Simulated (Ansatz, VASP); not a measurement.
Tl: VASP beside Ansatz

File INCAR:

```
SYSTEM = Tl
PREC = Accurate ; ENCUT = 520
EDIFF = 1E-6 ; ISMEAR = -1
SIGMA = 0.05 ; LREAL = .False.
LASPH = .True. ; NELM = 80
ALGO = Normal ; ISIF = 2
LWAVE = .False. ; LCHARG = .True.
GGA = RP ; LELF = .True.
LVHAR = .True. ; NBANDS = 20
```

Contents of KPOINTS:

```
Automatic mesh
0
Gamma
  9 9 5
  0 0 0
```

The input POSCAR:

```
Tl
1.0
    3.4560000000      0.0000000000      0.0000000000
   -1.7280000000      2.9929837955      0.0000000000
    0.0000000000      0.0000000000      5.5250000000
Tl
2
Direct
    0.6666666667      0.3333333333      0.7500000000
    0.3333333333      0.6666666667      0.2500000000
```

The input input.yaml:

```yaml
crystal:
  lattice:
    - [3.456, 0.0, 0.0]
    - [-1.728, 2.9929837955, 0.0]
    - [0.0, 0.0, 5.525]
  atoms:
    - { symbol: Tl, position: [0.6666666667, 0.3333333333, 0.75] }
    - { symbol: Tl, position: [0.3333333333, 0.6666666667, 0.25] }
kpoints:
  mp_grid: { grid: [9, 9, 5] }
  band_path:
    path:
      - [0.0, 0.0, 0.0]
      - [0.5, 0.0, 0.0]
      - [0.3333333333, 0.3333333333, 0.0]
      - [0.0, 0.0, 0.0]
      - [0.0, 0.0, 0.5]
      - [0.5, 0.0, 0.5]
      - [0.3333333333, 0.3333333333, 0.5]
      - [0.0, 0.0, 0.5]
    npoints: 6
scf:
  occupations: { method: fermi_dirac, width: 0.05 }
hamiltonian:
  xc: rpbe
  pseudopotentials: { kind: all_electron, lapw: { basis_error: 0.001 } }
output:
  forces: true
  stress: true
  eigenvalues: true
```

Alike in both runs: functional RPBE; k mesh 9 × 9 × 5; occupations fermi-dirac, width 0.05 eV; no spin polarisation.

|  | VASP | Ansatz |
| --- | --- | --- |
| version | VASP 6.6.1 | Ansatz 0.2.0 |
| potentials or method | VASP PAW PBE potentials, release 64 (Tl_d), cutoff 520 eV | all-electron LAPW, scalar-relativistic |
| task | single point | band structure |

VASP gave:

```
gap on the k mesh at the Fermi level (eV)                     : none
pressure (GPa)                                                : 5.3
traceless stress, the component that is largest in VASP (GPa) : 0.95
```

Task: Estimate Ansatz's values.

Result: gap on the k mesh at the Fermi level (eV): none; pressure (GPa): 5.4; traceless stress, the component that is largest in VASP (GPa): 0.95.

VASP's potentials were made for PBE, not for RPBE. A gap of «none» marks a metal or a gap that the smearing closes. Ansatz ran all-electron here, and VASP with PAW potentials.

Spin-orbit coupling is off throughout.
